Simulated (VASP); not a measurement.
# SiO2 (P4_12_12) in VASP: relaxation of cell and atoms with PBE

Aim: the relaxation of cell and atoms of SiO2 with PBE.

Program: VASP 6.6.1. These are calculated values, not measurements. Logs are shortened: lines on timing, memory, paths and dates and some standing lists are left out, and cuts for length are marked.

## (1) The cell of the first run

Symmetry: P4_12_12, No. 92, tetragonal system. The conventional cell has a = 4.993 Å, b = 4.993 Å, c = 6.934 Å, α = 90.00°, β = 90.00°, γ = 90.00°. Si (site symmetry 2) has 4 O at 1.61 Å within 2.1 Å. Within 2.1 Å of O (site symmetry 1) lie 2 Si at 1.61 Å.

## (2) Relaxation of cell and atoms, PBE

INCAR

```
PREC = Accurate
ENCUT = 600
EDIFF = 1E-6
ISMEAR = 0
SIGMA = 0.01
LREAL = False
LASPH = True
NELM = 80
ALGO = Normal
ISIF = 3
LWAVE = False
LCHARG = False
GGA = PE
IBRION = 2
NSW = 80
EDIFFG = -0.005
```

KPOINTS

```
Automatic mesh
0
Gamma
  6 6 4
```

POSCAR

```
SiO2
1.0
    4.9926472000      0.0000000000      0.0000000000
    0.0000000000      4.9926472000      0.0000000000
    0.0000000000      0.0000000000      6.9339264000
Si O
4 8
Direct
    0.6986584000      0.6986584000      0.5000000000
    0.8013416000      0.1986584000      0.7500000000
    0.1986584000      0.8013416000      0.2500000000
    0.3013416000      0.3013416000      0.0000000000
    0.8935685900      0.7613864500      0.3201084900
    0.1064314100      0.2386135500      0.8201084900
    0.7613864500      0.8935685900      0.6798915100
    0.2613864500      0.6064314100      0.0701084900
    0.2386135500      0.1064314100      0.1798915100
    0.3935685900      0.7386135500      0.4298915100
    0.6064314100      0.2613864500      0.9298915100
    0.7386135500      0.3935685900      0.5701084900
```

Potentials or basis: VASP PAW PBE potentials, release 64 (Si, O).

On the command line:

```sh
$ cat potpaw_PBE.64/Si/POTCAR potpaw_PBE.64/O/POTCAR > POTCAR
$ mpirun -np 1 vasp_std > vasp.out
```

OUTCAR:

```text
PREC = Accurate
   ENCUT = 600
   EDIFF = 1E-6
   ISMEAR = 0
   LREAL = False
   LASPH = True
   NELM = 80
   ISIF = 3
   GGA = PE
   IBRION = 2
   NSW = 80
   EDIFFG = -0.005

 ion  position               nearest neighbor table
   1  0.699  0.699  0.500-  10 1.61  12 1.61   5 1.61   7 1.61   2 3.08   3 3.08   2 3.08   3 3.08

   2  0.801  0.199  0.750-   6 1.61   7 1.61  11 1.61  12 1.61   1 3.08   4 3.08   1 3.08   4 3.08

   3  0.199  0.801  0.250-   5 1.61   9 1.61   8 1.61  10 1.61   1 3.08   4 3.08   4 3.08   1 3.08

   4  0.301  0.301  0.000-   8 1.61  11 1.61   9 1.61   6 1.61   2 3.08   3 3.08   3 3.08   2 3.08

   5  0.894  0.761  0.320-   3 1.61   1 1.61
   6  0.106  0.239  0.820-   2 1.61   4 1.61
   7  0.761  0.894  0.680-   2 1.61   1 1.61
   8  0.261  0.606  0.070-   4 1.61   3 1.61
   9  0.239  0.106  0.180-   3 1.61   4 1.61
  10  0.394  0.739  0.430-   1 1.61   3 1.61
  11  0.606  0.261  0.930-   4 1.61   2 1.61
  12  0.739  0.394  0.570-   1 1.61   2 1.61

  LATTYP: Found a simple tetragonal cell.
 ALAT       =     4.9926472000
 C/A-ratio  =     1.3888276344

  Lattice vectors:

 A1 = (   4.9926472000,   0.0000000000,   0.0000000000)
 A2 = (   0.0000000000,   4.9926472000,   0.0000000000)
 A3 = (   0.0000000000,   0.0000000000,   6.9339264000)

Analysis of symmetry for initial positions (statically):
=====================================================================
 Subroutine PRICEL returns:
 Original cell was already a primitive cell.

 Routine SETGRP: Setting up the symmetry group for a
 simple tetragonal supercell.

 Subroutine GETGRP returns: Found  8 space group operations
 (whereof  2 operations were pure point group operations)
 out of a pool of 16 trial point group operations.

The static configuration has the point symmetry C_2 .
 The point group associated with its full space group is D_4 .

Analysis of symmetry for dynamics (positions and initial velocities):
=====================================================================
 Subroutine PRICEL returns:
 Original cell was already a primitive cell.

 Routine SETGRP: Setting up the symmetry group for a
 simple tetragonal supercell.

 Subroutine GETGRP returns: Found  8 space group operations
 (whereof  2 operations were pure point group operations)
 out of a pool of 16 trial point group operations.

The dynamic configuration has the point symmetry C_2 .
 The point group associated with its full space group is D_4 .

 Subroutine INISYM returns: Found  8 space group operations
 (whereof  2 operations are pure point group operations),
 and found     1 'primitive' translations

----------------------------------------------------------------------------------------

                                     Primitive cell

  volume of cell :     172.8387

  direct lattice vectors                    reciprocal lattice vectors
     4.992647200  0.000000000  0.000000000     0.200294545  0.000000000  0.000000000
     0.000000000  4.992647200  0.000000000     0.000000000  0.200294545  0.000000000
     0.000000000  0.000000000  6.933926400     0.000000000  0.000000000  0.144218433

  length of vectors
     4.992647200  4.992647200  6.933926400     0.200294545  0.200294545  0.144218433

  position of ions in fractional coordinates (direct lattice)
     0.698658400  0.698658400  0.500000000
     0.801341600  0.198658400  0.750000000
     0.198658400  0.801341600  0.250000000
     0.301341600  0.301341600  0.000000000
     0.893568590  0.761386450  0.320108490
     0.106431410  0.238613550  0.820108490
     0.761386450  0.893568590  0.679891510
     0.261386450  0.606431410  0.070108490
     0.238613550  0.106431410  0.179891510
     0.393568590  0.738613550  0.429891510
     0.606431410  0.261386450  0.929891510
     0.738613550  0.393568590  0.570108490

  ion indices of the primitive-cell ions
   primitive index   ion index
                 1           1
                 2           2
                 3           3
                 4           4
                 5           5
                 6           6
                 7           7
                 8           8
                 9           9
                10          10
                11          11
                12          12

----------------------------------------------------------------------------------------

 KPOINTS: Automatic mesh

Automatic generation of k-mesh.
 Grid dimensions read from file:
 generate k-points for:    6    6    4

 Generating k-lattice:

  Cartesian coordinates                     Fractional coordinates (reciprocal lattice)
     0.033382424  0.000000000  0.000000000     0.166666667  0.000000000  0.000000000
     0.000000000  0.033382424  0.000000000     0.000000000  0.166666667  0.000000000
     0.000000000  0.000000000  0.036054608     0.000000000  0.000000000  0.250000000

  Length of vectors
     0.033382424  0.033382424  0.036054608

  Shift w.r.t. Gamma in fractional coordinates (k-lattice)
     0.000000000  0.000000000  0.000000000

 Subroutine IBZKPT returns following result:
 ===========================================

 Found     30 irreducible k-points:

 Following reciprocal coordinates:
            Coordinates               Weight
  0.000000  0.000000  0.000000      1.000000
  0.166667  0.000000  0.000000      4.000000
  0.333333  0.000000  0.000000      4.000000
  0.500000  0.000000  0.000000      2.000000
  0.166667  0.166667  0.000000      4.000000
  0.333333  0.166667  0.000000      8.000000
[... 16 lines left out ...]
  0.333333  0.000000  0.500000      4.000000
  0.500000  0.000000  0.500000      2.000000
 [... further k-points ...]
   k-points           NKPTS =     30   k-points in BZ     NKDIM =     30   number of bands    NBANDS=     39
   number of dos      NEDOS =    301   number of ions     NIONS =     12
   total plane-waves  NPLWV =  89600
   dimension x,y,z NGX =    40 NGY =   40 NGZ =   56
   dimension x,y,z NGXF=    80 NGYF=   80 NGZF=  112
   ions per type =               4   8
   NGX,Y,Z   is equivalent  to a cutoff of  13.32, 13.32, 13.43 a.u.
   NGXF,Y,Z  is equivalent  to a cutoff of  26.64, 26.64, 26.85 a.u.
 SYSTEM =  unknown system
   PREC   = accura    normal or accurate (medium, high low for compatibility)
   ISTART =      0    job   : 0-new  1-cont  2-samecut
   ICHARG =      2    charge: 1-file 2-atom 10-const
   ISPIN  =      1    spin polarized calculation?
   LNONCOLLINEAR =      F non collinear calculations
   LSORBIT =      F    spin-orbit coupling
   LASPH  =      T    aspherical Exc in radial PAW
   ENCUT  =  600.0 eV  44.10 Ry    6.64 a.u.   9.97  9.97 13.85*2*pi/ulx,y,z
   NELM   =     80;   NELMIN=  2; NELMDL= -5     # of ELM steps
   EDIFF  = 0.1E-05   stopping-criterion for ELM
   LREAL  =      F    real-space projection
   EDIFFG = -.5E-02   stopping-criterion for IOM
   NSW    =     80    number of steps for IOM
   IBRION =      2    ionic relax: 0-MD 1-quasi-New 2-CG
   NFREE  =      1    steps in history (QN), initial steepest desc. (CG)
   ISIF   =      3    stress and relaxation
   ISYM   =      2    0-nonsym 1-usesym 2-fastsym
   POTIM  = 0.5000    time-step for ionic-motion
   TEBEG  =    0.0;   TEEND  =   0.0 temperature during run
   PSTRESS=    0.0 pullay stress
   NELECT =      64.0000    total number of electrons
   NUPDOWN=      -1.0000    fix difference up-down
   EMIN   =  10.00;   EMAX   =-10.00  energy-range for DOS
   EFERMI =   0.00;   METHOD = LEGACY
   ISMEAR =     0;   SIGMA  =   0.01  broadening in eV -4-tet -1-fermi 0-gaus
   EFERMI_NEDOS =   21; number of points for ismear=-14 and -15
   IALGO  =     38    algorithm
   IMIX   =      4    mixing-type and parameters
     AMIX     =   0.40;   BMIX     =  1.00
     AMIX_MAG =   1.60;   BMIX_MAG =  1.00
  volume/ion in A,a.u.               =      14.40        97.20
  Fermi-wavevector in a.u.,A,eV,Ry     =   1.175586  2.221536 18.803292  1.382003
  Thomas-Fermi vector in A             =   2.311964
   LORBIT       =      0    0 simple, 1 ext, 2 COOP (PROOUT), +10 PAW based schemes
   GGA     = PE    functional components
   LHFCALC =     F    Hartree Fock is set to
   AEXX    =    0.0000 exact exchange contribution
   IVDW    =     0    specifies the selected vdW correction
   LEPSILON=     F    determine dielectric tensor
   LRPA    =     F    only Hartree local field effects (RPA)
 conjugate gradient relaxation of ions
 non-spin polarized calculation
 Gauss-broadening in eV      SIGMA  =   0.01
  energy-cutoff  :      600.00
  volume of cell :      172.84
 maximum number of plane-waves:      5802
 NGX is ok and might be reduce to    40
   NGX = 19   NGY = 19   NGZ = 27

--------------------------------------- Ionic step        1  -------------------------------------------

 number of electron      63.9999984 magnetization

 Free energy of the ion-electron system (eV)
  ---------------------------------------------------
  ext. energy  EPLUGINS =         0.00000000
  ---------------------------------------------------
  free energy    TOTEN  =       -94.88519312 eV

  energy without entropy =      -94.88519312  energy(sigma->0) =      -94.88519312

------------------------ aborting loop because EDIFF is reached ----------------------------------------

  FORCE on cell =-STRESS in cart. coord.  units (eV):
  Direction    XX          YY          ZZ          XY          YZ          ZX
  --------------------------------------------------------------------------------------
  -------------------------------------------------------------------------------------
  Total        4.8414918      4.8414918      5.0869871     -0.0000000      0.0000000      0.0000000
  in kB       44.8795817     44.8795817     47.1552700     -0.0000000      0.0000000      0.0000000
  external PRESSURE =      45.6381445 kB  Pullay stress =       0.0000000 kB
[... 119 lines left out ...]
  FREE ENERGIE OF THE ION-ELECTRON SYSTEM (eV)
  ---------------------------------------------------
  free  energy   TOTEN  =       -94.9506461380 eV

  energy  without entropy=      -94.9506461380  energy(sigma->0) =      -94.95064614

 E-fermi :   0.0066     XC(G=0):  -8.2656

 val. band max:       -0.1177737015   @ k =   0.0000   0.0000   0.0000
 cond. band min:       5.4269428629   @ k =   0.0000   0.0000   0.0000
 fundamental gap:      5.5447165644
 Fermi energy:         0.0065771934

 k-point     1 :       0.0000    0.0000    0.0000
  band No.  band energies     occupation
      1     -19.4377      2.00000
      2     -18.5690      2.00000
      3     -18.5690      2.00000
      4     -17.4497      2.00000
      5     -17.4039      2.00000
      6     -17.4038      2.00000
[... 997 lines left out ...]
     38       9.1218      0.00000
     39       9.8585      0.00000

 [... further k-points ...]

[... ionic steps 4 to 31 ...]

--------------------------------------- Ionic step       32  -------------------------------------------

 number of electron      63.9999984 magnetization

------------------------ aborting loop because EDIFF is reached ----------------------------------------
[... 87 lines left out ...]
--------------------------------------- Ionic step       34  -------------------------------------------

 number of electron      63.9999985 magnetization

 Free energy of the ion-electron system (eV)
  ---------------------------------------------------
  ext. energy  EPLUGINS =         0.00000000
  ---------------------------------------------------
  free energy    TOTEN  =       -94.96035668 eV

  energy without entropy =      -94.96035668  energy(sigma->0) =      -94.96035668

 E-fermi :  -0.1805     XC(G=0):  -8.1289

 val. band max:       -0.2658162414   @ k =   0.0000   0.0000   0.0000
 cond. band min:       5.2564660880   @ k =   0.0000   0.0000   0.0000
 fundamental gap:      5.5222823294
 Fermi energy:        -0.1805364710

 k-point     1 :       0.0000    0.0000    0.0000
  band No.  band energies     occupation
      1     -19.5864      2.00000
      2     -18.7242      2.00000
      3     -18.7242      2.00000
      4     -17.6011      2.00000
      5     -17.5707      2.00000
      6     -17.5681      2.00000
[... 1038 lines left out ...]
  FREE ENERGIE OF THE ION-ELECTRON SYSTEM (eV)
  ---------------------------------------------------
  free  energy   TOTEN  =       -94.9603566825 eV

  energy  without entropy=      -94.9603566825  energy(sigma->0) =      -94.96035668

 reached required accuracy - stopping structural energy minimisation
```

It took 29 min on 1 thread of Intel Xeon 6975P-C (Granite Rapids), shared host; peak memory 0.39 GiB.

What came out:

```yaml
Free_energy: -94.9604 eV
Relaxed_volume: 15.21 Å³/atom
Relaxed_cell: a = 5.075 Å, b = 5.075 Å, c = 7.086 Å, α = 90.00°, β = 90.00°, γ = 90.00°
Space_group_after_relaxing_to_0.1_Å: P4_12_12 (No. 92)
Energy_gained_by_relaxing: 6.3 meV/atom
Ionic_steps: 34
Pressure_after_relaxing: 0.0 GPa
Band_gap_on_the_k_mesh: 5.52 eV
```

Step by step:
```csv
step,energy change (eV),largest force (eV/Å),pressure (GPa),volume (Å³)
1,0.0000,0.2794,4.56,172.84
2,0.0604,0.4109,-5.61,183.31
3,-0.0655,0.0398,-0.01,177.12
4,-0.0655,0.0397,0.08,177.03
5,-0.0657,0.0430,0.08,177.11
6,-0.0657,0.0552,0.08,177.13
7,-0.0659,0.0530,0.07,177.16
8,-0.0662,0.0461,0.05,177.25
9,-0.0667,0.0364,0.00,177.44
10,-0.0674,0.0453,-0.08,177.81
11,-0.0670,0.1098,-0.27,178.56
12,-0.0676,0.0637,-0.15,178.06
13,-0.0678,0.0591,-0.11,178.12
14,-0.0684,0.0480,-0.02,178.29
15,-0.0691,0.0918,0.17,178.65
16,-0.0698,0.0681,0.18,178.89
17,-0.0714,0.0644,0.20,179.63
18,-0.0715,0.1761,0.22,181.12
19,-0.0719,0.1221,0.20,180.42
20,-0.0723,0.1153,0.20,180.59
21,-0.0732,0.0945,0.15,181.08
22,-0.0745,0.0542,0.01,182.05
23,-0.0745,0.0371,-0.17,184.02
24,-0.0749,0.0228,-0.06,182.94
25,-0.0749,0.0263,-0.03,182.81
26,-0.0749,0.0241,-0.04,182.89
27,-0.0749,0.0180,-0.02,182.80
28,-0.0750,0.0155,0.02,182.68
29,-0.0750,0.0161,0.02,182.66
30,-0.0750,0.0139,0.02,182.64
31,-0.0751,0.0092,0.02,182.61
32,-0.0751,0.0150,0.01,182.53
33,-0.0752,0.0087,0.00,182.52
34,-0.0752,0.0017,0.00,182.52
```

Final structure:
```cif
data_structure
_symmetry_space_group_name_H-M 'P 1'
_symmetry_Int_Tables_number 1
_cell_length_a 5.0753
_cell_length_b 5.0753
_cell_length_c 7.0860
_cell_angle_alpha 90.000
_cell_angle_beta 90.000
_cell_angle_gamma 90.000
_cell_volume 182.52
loop_
_atom_site_label
_atom_site_type_symbol
_atom_site_fract_x
_atom_site_fract_y
_atom_site_fract_z
_atom_site_occupancy
Si1 Si 0.70485 0.70485 0.50000 1
Si2 Si 0.79515 0.20485 0.75000 1
Si3 Si 0.20485 0.79515 0.25000 1
Si4 Si 0.29515 0.29515 0.00000 1
O1 O 0.90441 0.75920 0.32494 1
O2 O 0.09559 0.24080 0.82494 1
O3 O 0.75920 0.90441 0.67506 1
O4 O 0.25920 0.59559 0.07494 1
O5 O 0.24080 0.09559 0.17506 1
O6 O 0.40441 0.74080 0.42506 1
O7 O 0.59559 0.25920 0.92506 1
O8 O 0.74080 0.40441 0.57494 1
```

Levels at points of the mesh, in eV from the valence-band top:
| k point | band 30 | band 31 | band 32 | band 33 | band 34 | band 35 |
| --- | --- | --- | --- | --- | --- | --- |
| (0.00, 0.00, 0.00) | -0.25 | -0.25 | 0.00 | 5.52 | 8.67 | 8.67 |
| (0.50, 0.00, 0.00) | -0.63 | -0.45 | -0.45 | 7.50 | 7.50 | 9.12 |
| (0.50, 0.50, 0.00) | -0.59 | -0.55 | -0.55 | 8.51 | 8.51 | 8.59 |
| (0.00, 0.00, 0.50) | -0.50 | -0.39 | -0.39 | 6.72 | 6.72 | 9.33 |
| (0.50, 0.00, 0.50) | -0.92 | -0.16 | -0.16 | 7.73 | 7.73 | 8.74 |
| (0.50, 0.50, 0.50) | -0.64 | -0.64 | -0.64 | 9.02 | 9.02 | 9.02 |

A k mesh can miss the band edges.
